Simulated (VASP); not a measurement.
# BP (F-43m) in VASP: notebook

BP is run at these levels: r2SCAN+D4, SVWN5, PBEsol; tasks: single point, relaxation of cell and atoms.

All numbers are computed with VASP 6.6.1; they aren't measurements. Logs are shortened: lines on timing, memory, paths and dates and some standing lists are left out, and cuts for length are marked.

## (1) The cell of the first run

The structure is cubic, space group F-43m (No. 216). The conventional cell has a = 4.598 Å, b = 4.598 Å, c = 4.598 Å, α = 90.00°, β = 90.00°, γ = 90.00°. P (site symmetry -43m) has 4 B at 1.99 Å within 2.6 Å. Within 2.6 Å of B (site symmetry -43m) lie 4 P at 1.99 Å.

## (2) Single point, r2SCAN+D4

Contents of POSCAR:

```
BP
1.0
    0.0000000000      2.2988586873      2.2988586873
    2.2988586873      0.0000000000      2.2988586873
    2.2988586873      2.2988586873      0.0000000000
P B
1 1
Direct
    0.7500000000      0.7500000000      0.7500000000
    0.0000000000      0.0000000000      0.0000000000
```

Contents of INCAR.step1:

```
SYSTEM = BP
PREC = Accurate
ENCUT = 520
ISMEAR = -1
SIGMA = 0.05
LREAL = .False.
LASPH = .True.
NELM = 60
NBANDS = 11
GGA = PE
ALGO = Normal
EDIFF = 1E-4
LWAVE = .True.
LCHARG = .False.
```

Contents of INCAR.step2:

```
SYSTEM = BP
PREC = Accurate
ENCUT = 520
EDIFF = 1E-6
ISMEAR = -1
SIGMA = 0.05
LREAL = .False.
LASPH = .True.
NELM = 60
ALGO = Normal
ISIF = 2
LWAVE = .False.
LCHARG = .False.
METAGGA = R2SCAN
LMIXTAU = .True.
IVDW = 13
VDW_S6 = 1.0
VDW_S8 = 0.6018749
VDW_A1 = 0.51559235
VDW_A2 = 5.77342911
NBANDS = 11
ISTART = 1
```

Contents of KPOINTS:

```
Automatic mesh
0
Gamma
  10 10 10
  0 0 0
```

Potentials or basis: VASP PAW PBE potentials, release 64 (P, B).

Started as:

```console
$ cat potpaw_PBE.64/P/POTCAR potpaw_PBE.64/B/POTCAR > POTCAR
$ cp INCAR.step1 INCAR
$ mpirun -np 1 vasp_std > vasp.out
$ cp INCAR.step2 INCAR
$ mpirun -np 1 vasp_std > vasp.out
```

OUTCAR:

```text
SYSTEM = BP
   PREC = Accurate
   ENCUT = 520
   EDIFF = 1E-6
   ISMEAR = -1
   LREAL = .False.
   LASPH = .True.
   NELM = 60
   ISIF = 2
   METAGGA = R2SCAN
   IVDW = 13
   ISTART = 1

 ion  position               nearest neighbor table
   1  0.750  0.750  0.750-   2 1.99   2 1.99   2 1.99   2 1.99
   2  0.000  0.000  0.000-   1 1.99   1 1.99   1 1.99   1 1.99

  LATTYP: Found a face centered cubic cell.
 ALAT       =     4.5977173746

  Lattice vectors:

 A1 = (   0.0000000000,   2.2988586873,   2.2988586873)
 A2 = (   2.2988586873,   0.0000000000,   2.2988586873)
 A3 = (   2.2988586873,   2.2988586873,   0.0000000000)

Analysis of symmetry for initial positions (statically):
=====================================================================
 Subroutine PRICEL returns:
 Original cell was already a primitive cell.

 Routine SETGRP: Setting up the symmetry group for a
 face centered cubic supercell.

 Subroutine GETGRP returns: Found 24 space group operations
 (whereof 24 operations were pure point group operations)
 out of a pool of 48 trial point group operations.

The static configuration has the point symmetry T_d .

Analysis of symmetry for dynamics (positions and initial velocities):
=====================================================================
 Subroutine PRICEL returns:
 Original cell was already a primitive cell.

 Routine SETGRP: Setting up the symmetry group for a
 face centered cubic supercell.

 Subroutine GETGRP returns: Found 24 space group operations
 (whereof 24 operations were pure point group operations)
 out of a pool of 48 trial point group operations.

The dynamic configuration has the point symmetry T_d .

 Subroutine INISYM returns: Found 24 space group operations
 (whereof 24 operations are pure point group operations),
 and found     1 'primitive' translations

----------------------------------------------------------------------------------------

                                     Primitive cell

  volume of cell :      24.2978

  direct lattice vectors                    reciprocal lattice vectors
     0.000000000  2.298858687  2.298858687    -0.217499232  0.217499232  0.217499232
     2.298858687  0.000000000  2.298858687     0.217499232 -0.217499232  0.217499232
     2.298858687  2.298858687  0.000000000     0.217499232  0.217499232 -0.217499232

  length of vectors
     3.251077134  3.251077134  3.251077134     0.376719721  0.376719721  0.376719721

  position of ions in fractional coordinates (direct lattice)
     0.750000000  0.750000000  0.750000000
     0.000000000  0.000000000  0.000000000

  ion indices of the primitive-cell ions
   primitive index   ion index
                 1           1
                 2           2

----------------------------------------------------------------------------------------

 KPOINTS: Automatic mesh

Automatic generation of k-mesh.
 Grid dimensions read from file:
 generate k-points for:   10   10   10

 Generating k-lattice:

  Cartesian coordinates                     Fractional coordinates (reciprocal lattice)
    -0.021749923  0.021749923  0.021749923     0.100000000  0.000000000  0.000000000
     0.021749923 -0.021749923  0.021749923     0.000000000  0.100000000  0.000000000
     0.021749923  0.021749923 -0.021749923     0.000000000  0.000000000  0.100000000

  Length of vectors
     0.037671972  0.037671972  0.037671972

  Shift w.r.t. Gamma in fractional coordinates (k-lattice)
     0.000000000  0.000000000  0.000000000

 Subroutine IBZKPT returns following result:
 ===========================================

 Found     47 irreducible k-points:

 Following reciprocal coordinates:
            Coordinates               Weight
  0.000000  0.000000  0.000000      1.000000
  0.100000  0.000000  0.000000      8.000000
  0.200000  0.000000  0.000000      8.000000
  0.300000  0.000000  0.000000      8.000000
  0.400000  0.000000  0.000000      8.000000
  0.500000  0.000000  0.000000      4.000000
[... 16 lines left out ...]
  0.300000  0.300000  0.000000      6.000000
[... 50 lines left out ...]
      8      16.2585      0.00000
      9      18.2318      0.00000
     10      18.2318      0.00000
     11      20.4651      0.00000

 k-point     4 :       0.3000    0.0000    0.0000
  band No.  band energies     occupation
      1      -7.3790      2.00000
      2       0.7699      2.00000
      3       5.5453      2.00000
      4       5.5453      2.00000
      5      11.0085      0.00000
      6      12.0481      0.00000
      7      12.0481      0.00000
      8      17.4063      0.00000
      9      18.8246      0.00000
     10      18.8246      0.00000
     11      20.6391      0.00000

 k-point     5 :       0.4000    0.0000    0.0000
  band No.  band energies     occupation
      1      -6.3069      2.00000
      2      -1.2801      2.00000
      3       5.2229      2.00000
      4       5.2229      2.00000
      5      10.8732      0.00000
      6      12.0021      0.00000
      7      12.0021      0.00000
      8      17.7155      0.00000
      9      20.5646      0.00000
     10      20.5646      0.00000
     11      21.5520      0.00000
[... 211 lines left out ...]
 k-point    21 :      -0.3000    0.2000    0.0000
  band No.  band energies     occupation
      1      -6.0737      2.00000
      2      -0.2614      2.00000
      3       2.1863      2.00000
      4       4.9566      2.00000
      5      11.1049      0.00000
      6      13.3668      0.00000
      7      14.1243      0.00000
      8      16.6740      0.00000
      9      17.7666      0.00000
     10      20.1623      0.00000
     11      24.5106      0.00000

 k-point    22 :      -0.2000    0.2000    0.0000
  band No.  band energies     occupation
      1      -7.0821      2.00000
      2       1.4833      2.00000
      3       2.7101      2.00000
      4       5.6428      2.00000
      5      11.6663      0.00000
      6      12.5093      0.00000
      7      13.5795      0.00000
      8      15.6217      0.00000
      9      16.8797      0.00000
     10      21.1647      0.00000
     11      23.2314      0.00000

 k-point    23 :       0.3000    0.3000    0.0000
  band No.  band energies     occupation
      1      -6.8214      2.00000
      2       1.8528      2.00000
      3       3.6458      2.00000
      4       3.6458      2.00000
      5       8.6945      0.00000
      6      11.1895      0.00000
      7      16.1655      0.00000
      8      16.1655      0.00000
      9      20.3824      0.00000
     10      21.8004      0.00000
     11      24.0562      0.00000

 k-point    24 :       0.4000    0.3000    0.0000
  band No.  band energies     occupation
      1      -5.9835      2.00000
      2       0.4931      2.00000
      3       2.8217      2.00000
      4       3.3431      2.00000
      5       8.9966      0.00000
      6      10.8830      0.00000
      7      16.7868      0.00000
      8      16.8238      0.00000
      9      21.4829      0.00000
     10      22.7317      0.00000
     11      24.4938      0.00000

 [... further k-points ...]

------------------------ aborting loop because EDIFF is reached ----------------------------------------

  DFT-D4 for vdW energy calculation

  Edisp (eV):   -0.25681

  FORCE on cell =-STRESS in cart. coord.  units (eV):
  Direction    XX          YY          ZZ          XY          YZ          ZX
  --------------------------------------------------------------------------------------
  -------------------------------------------------------------------------------------
  Total      -1.27581    -1.27581    -1.27581    -0.00000     0.00000     0.00000
  in kB     -84.12568   -84.12568   -84.12568    -0.00000     0.00000     0.00000
  external pressure =      -84.13 kB  Pullay stress =        0.00 kB

 VOLUME and BASIS-vectors are now :
 -----------------------------------------------------------------------------
  energy-cutoff  :      520.00
  volume of cell :       24.30
      direct lattice vectors                 reciprocal lattice vectors
     0.000000000  2.298858687  2.298858687    -0.217499232  0.217499232  0.217499232
     2.298858687  0.000000000  2.298858687     0.217499232 -0.217499232  0.217499232
     2.298858687  2.298858687  0.000000000     0.217499232  0.217499232 -0.217499232

 POSITION                                       TOTAL-FORCE (eV/Angst)
 -----------------------------------------------------------------------------------
      3.44829      3.44829      3.44829         0.000000      0.000000      0.000000
      0.00000      0.00000      0.00000        -0.000000     -0.000000     -0.000000
 -----------------------------------------------------------------------------------
    total drift:                               -0.000000     -0.000000     -0.000000

  FREE ENERGIE OF THE ION-ELECTRON SYSTEM (eV)
  ---------------------------------------------------
  free  energy   TOTEN  =       -17.5464129313 eV

  energy  without entropy=      -17.5464129269  energy(sigma->0) =      -17.54641293
```

Wall time 15 s (1 thread of Intel Xeon 6975P-C (Granite Rapids), shared host); peak memory 0.14 GiB.

What came out:

```
Free energy                : -17.5464 eV
Pressure                   : -8.4 GPa
Band gap on the k mesh     : 1.50 eV, indirect (least direct gap 3.58 eV)
Dispersion energy per atom : -0.128 eV
```

Caveat: the PAW data sets were made with another functional, which shifts forces and pressure a little. A k mesh can miss the band edges.

## (3) Single point, r2SCAN+D4

This run uses another cell than the first one, of 12.38 Å³/atom, 1.019 times its volume.

Contents of POSCAR:

```
BP
1.0
    0.0000000000      2.3135014941      2.3135014941
    2.3135014941      0.0000000000      2.3135014941
    2.3135014941      2.3135014941      0.0000000000
P B
1 1
Direct
    0.7500000000      0.7500000000      0.7500000000
    0.0000000000      0.0000000000      0.0000000000
```

Contents of INCAR.step1:

```
SYSTEM = BP
  PREC = Accurate
  ENCUT = 520
  ISMEAR = -1
  SIGMA = 0.05
  LREAL = .False.
  LASPH = .True.
  NELM = 100
  NBANDS = 11
  GGA = PE
  ALGO = Normal
  EDIFF = 1E-4
  LWAVE = .True.
  LCHARG = .False.
```

Contents of INCAR.step2:

```
SYSTEM = BP
  PREC = Accurate
  ENCUT = 520
  EDIFF = 1E-6
  ISMEAR = -1
  SIGMA = 0.05
  LREAL = .False.
  LASPH = .True.
  NELM = 100
  ALGO = Normal
  ISIF = 2
  LWAVE = .False.
  LCHARG = .False.
  METAGGA = R2SCAN
  LMIXTAU = .True.
  IVDW = 13
  VDW_S6 = 1.0
  VDW_S8 = 0.6018749
  VDW_A1 = 0.51559235
  VDW_A2 = 5.77342911
  NBANDS = 11
  ISTART = 1
```

Contents of KPOINTS:

```
regular mesh
0
Gamma
  10 10 10
  0 0 0
```

Potentials or basis: VASP PAW PBE potentials, release 64 (P, B).

Started as:

```console
$ cat potpaw_PBE.64/P/POTCAR potpaw_PBE.64/B/POTCAR > POTCAR
$ cp INCAR.step1 INCAR
$ mpirun -np 1 vasp_std > vasp.out
$ cp INCAR.step2 INCAR
$ mpirun -np 1 vasp_std > vasp.out
```

Wall time 15 s (1 thread of Intel Xeon 6975P-C (Granite Rapids), shared host); peak memory 0.14 GiB.

It converged, with:

* Free energy: -17.5183 eV
* Pressure: -11.0 GPa
* Band gap on the k mesh: 1.52 eV, indirect (least direct gap 3.56 eV)
* Dispersion energy per atom: -0.126 eV

Levels at points of the mesh, in eV from the valence-band top:
```
           k point  band 1  band 2  band 3  band 4  band 5  band 6  band 7  band 8
(0.00, 0.00, 0.00)  -15.73    0.00    0.00    0.00    3.56    3.56    3.56    7.09
(0.50, 0.00, 0.00)  -12.46   -9.08   -1.79   -1.79    3.78    4.99    4.99   10.70
(0.50, 0.50, 0.00)  -10.89   -8.82   -4.13   -4.13    1.65    1.96   12.49   12.49
```

Caveat: the PAW data sets were made with another functional, which shifts forces and pressure a little. r2SCAN opens gaps a little over a GGA but as a rule still falls short of measured ones.

## (4) Relaxation of cell and atoms, SVWN5

This run uses another cell than the first one, of 11.68 Å³/atom, 0.962 times its volume.

Contents of INCAR:

```
SYSTEM = BP
PREC = Accurate
ENCUT = 600
EDIFF = 1E-6
ISMEAR = -1
SIGMA = 0.05
LREAL = .FALSE.
LASPH = .TRUE.
NELM = 60
ALGO = Normal
ISIF = 3
LWAVE = .FALSE.
LCHARG = .FALSE.
GGA = VW
IBRION = 2
NSW = 60
EDIFFG = -0.01
```

Contents of KPOINTS:

```
regular mesh
0
G
  10 10 10
  0 0 0
```

Contents of POSCAR:

```
BP
1.0
    0.0000000000      2.2690000000      2.2690000000
    2.2690000000      0.0000000000      2.2690000000
    2.2690000000      2.2690000000      0.0000000000
P B
1 1
Direct
    0.7500000000      0.7500000000      0.7500000000
    0.0000000000      0.0000000000      0.0000000000
```

Started as:

```console
$ cat potpaw_PBE.64/P/POTCAR potpaw_PBE.64/B/POTCAR > POTCAR
$ mpirun -np 1 vasp_std > vasp.out
```

Run time: 10 s. Hardware: 1 thread of Intel Xeon 6975P-C (Granite Rapids), shared host; peak memory 0.13 GiB.

Results (log left out):

* Free energy: -14.2774 eV
* Relaxed volume: 11.36 Å³/atom
* Relaxed cell: a = 3.179 Å, b = 3.179 Å, c = 3.179 Å, α = 60.00°, β = 60.00°, γ = 60.00°
* Space group after relaxing (to 0.05 Å): F-43m (No. 216)
* Energy gained by relaxing: 4.9 meV/atom
* Ionic steps: 3
* Pressure after relaxing: 0.0 GPa
* Band gap on the k mesh: 1.17 eV, indirect (least direct gap 3.43 eV)

The path:
```csv
step,energy change (eV),largest force (eV/Å),pressure (GPa),volume (Å³)
1,0.0000,0.0000,-4.71,23.36
2,-0.0038,0.0000,3.98,22.22
3,-0.0098,0.0000,-0.01,22.71
```

Final structure:
```
CELL_PARAMETERS angstrom
0.00000 2.24772 2.24772
2.24772 0.00000 2.24772
2.24772 2.24772 0.00000
ATOMIC_POSITIONS crystal
P 0.75000 0.75000 0.75000
B 0.00000 0.00000 0.00000
```

Levels at points of the mesh, in eV from the valence-band top:
| k point | band 2 | band 3 | band 4 | band 5 | band 6 | band 7 |
| --- | --- | --- | --- | --- | --- | --- |
| (0.00, 0.00, 0.00) | 0.00 | 0.00 | 0.00 | 3.43 | 3.43 | 3.43 |
| (0.50, 0.00, 0.00) | -9.23 | -1.79 | -1.79 | 3.97 | 4.72 | 4.72 |
| (0.50, 0.50, 0.00) | -8.65 | -4.23 | -4.23 | 1.27 | 1.54 | 12.31 |

Caveat: the PAW data sets were made with another functional, which shifts forces and pressure a little. A k mesh can miss the band edges.

## (5) Single point, PBEsol

This run uses another cell than the first one, of 10.98 Å³/atom, 0.904 times its volume.

Contents of INCAR:

```
SYSTEM = BP
ALGO = Normal ; EDIFF = 1E-6
ENCUT = 520 ; GGA = PS
ISIF = 2 ; ISMEAR = -1
LASPH = .True. ; LCHARG = .True.
LELF = .True. ; LREAL = .False.
LVHAR = .True. ; LWAVE = .False.
NBANDS = 11 ; NELM = 80
PREC = Accurate ; SIGMA = 0.05
```

Contents of KPOINTS:

```
k-points
0
Gamma
  10 10 10
  0 0 0
```

Contents of POSCAR:

```
BP
1.0
    0.0000000000      2.2226808807      2.2226808807
    2.2226808807      0.0000000000      2.2226808807
    2.2226808807      2.2226808807      0.0000000000
P B
1 1
Direct
    0.7500000000      0.7500000000      0.7500000000
    0.0000000000      0.0000000000      0.0000000000
```

Started as:

```console
$ cat potpaw_PBE.64/P/POTCAR potpaw_PBE.64/B/POTCAR > POTCAR
$ mpirun -np 1 vasp_std > vasp.out
```

Run time: 5 s. Hardware: 1 thread of Intel Xeon Platinum 8488C (Sapphire Rapids), shared host; peak memory 0.13 GiB.

Results (log left out):

```yaml
Free_energy: -13.6408 eV
Pressure: 9.4 GPa
Band_gap_on_the_k_mesh: 1.05 eV, indirect (least direct gap 3.46 eV)
```

Levels at points of the mesh, in eV from the valence-band top:
| k point | band 1 | band 2 | band 3 | band 4 | band 5 | band 6 | band 7 | band 8 | band 9 |
| --- | --- | --- | --- | --- | --- | --- | --- | --- | --- |
| (0.00, 0.00, 0.00) | -16.06 | 0.00 | 0.00 | 0.00 | 3.46 | 3.46 | 3.46 | 8.30 | 11.68 |
| (0.50, 0.00, 0.00) | -12.47 | -9.55 | -1.84 | -1.84 | 4.11 | 4.69 | 4.69 | 10.14 | 15.01 |
| (0.50, 0.50, 0.00) | -10.85 | -8.92 | -4.37 | -4.37 | 1.10 | 1.46 | 12.68 | 12.68 | 15.90 |

Caveat: the PAW data sets were made with another functional, which shifts forces and pressure a little.

## (6) Single point, PBEsol

This run uses another cell than the first one, of 11.21 Å³/atom, 0.923 times its volume.

Contents of INCAR:

```
PREC     = Accurate       # precision mode
ENCUT    = 520            # plane-wave cutoff, eV
EDIFF    = 1E-6           # SCF threshold, eV
ISMEAR   = -1             # smearing method
SIGMA    = 0.05           # smearing width, eV
LREAL    = False          # projectors in reciprocal space
LASPH    = True           # aspherical terms in the spheres
NELM     = 80             # most SCF steps
ALGO     = Normal         # electronic algorithm
ISIF     = 2              # what is computed and relaxed
LWAVE    = False          # write WAVECAR
LCHARG   = True           # write CHGCAR
GGA      = PS             # functional
LELF     = True           # ELF
LVHAR    = True         
NBANDS   = 11             # bands
```

Contents of KPOINTS:

```
Automatic mesh
0
Gamma
  10 10 10
```

Contents of POSCAR:

```
BP
1.0
    0.0000000000      2.2383340787      2.2383340787
    2.2383340787      0.0000000000      2.2383340787
    2.2383340787      2.2383340787      0.0000000000
P B
1 1
Direct
    0.7500000000      0.7500000000      0.7500000000
    0.0000000000      0.0000000000      0.0000000000
```

Potentials or basis: VASP PAW PBE potentials, release 64 (P, B).

Started as:

```console
$ cat potpaw_PBE.64/P/POTCAR potpaw_PBE.64/B/POTCAR > POTCAR
$ mpirun -np 1 vasp_std > vasp.out
```

It took 4.8 s on 1 thread of Intel Xeon Platinum 8488C (Sapphire Rapids), shared host; peak memory 0.13 GiB.

It converged, with:

| Item | Value |
| --- | --- |
| Free energy | -13.6624 eV |
| Pressure | 5.3 GPa |
| Band gap on the k mesh | 1.08 eV, indirect (least direct gap 3.42 eV) |

Levels at points of the mesh, in eV from the valence-band top:
| k point | band 1 | band 2 | band 3 | band 4 | band 5 | band 6 | band 7 | band 8 |
| --- | --- | --- | --- | --- | --- | --- | --- | --- |
| (0.00, 0.00, 0.00) | -15.87 | 0.00 | 0.00 | 0.00 | 3.42 | 3.42 | 3.42 | 7.97 |
| (0.50, 0.00, 0.00) | -12.36 | -9.39 | -1.82 | -1.82 | 3.98 | 4.68 | 4.68 | 10.07 |
| (0.50, 0.50, 0.00) | -10.77 | -8.81 | -4.29 | -4.29 | 1.15 | 1.48 | 12.48 | 12.48 |

Caveat: the PAW data sets were made with another functional, which shifts forces and pressure a little.

## (7) Summary

```tsv
task	level	cell	cutoff (eV)	gap on the mesh (eV)	pressure (GPa)
single point	r2SCAN+D4	a = 3.251 Å, angles 60.0°, 2 atoms	520	1.50	-8.4
single point	r2SCAN+D4	a = 3.272 Å, angles 60.0°, 2 atoms	520	1.52	-11.0
relaxation of cell and atoms	SVWN5	relaxed from a = 3.209 Å, angles 60.0°, 2 atoms	600	1.17	0.0
single point	PBEsol	a = 3.143 Å, angles 60.0°, 2 atoms	520	1.05	9.4
single point	PBEsol	a = 3.165 Å, angles 60.0°, 2 atoms	520	1.08	5.3
```

Alike in all rows: potentials or basis VASP PAW PBE potentials, release 64 (P, B); no spin polarisation; k mesh 10 × 10 × 10; smearing fermi-dirac 0.05 eV.

Caveats: the PAW data sets were made with another functional, which shifts forces and pressure a little.

Total energies depend on the potentials used, so only differences within one code and one set of settings carry meaning.
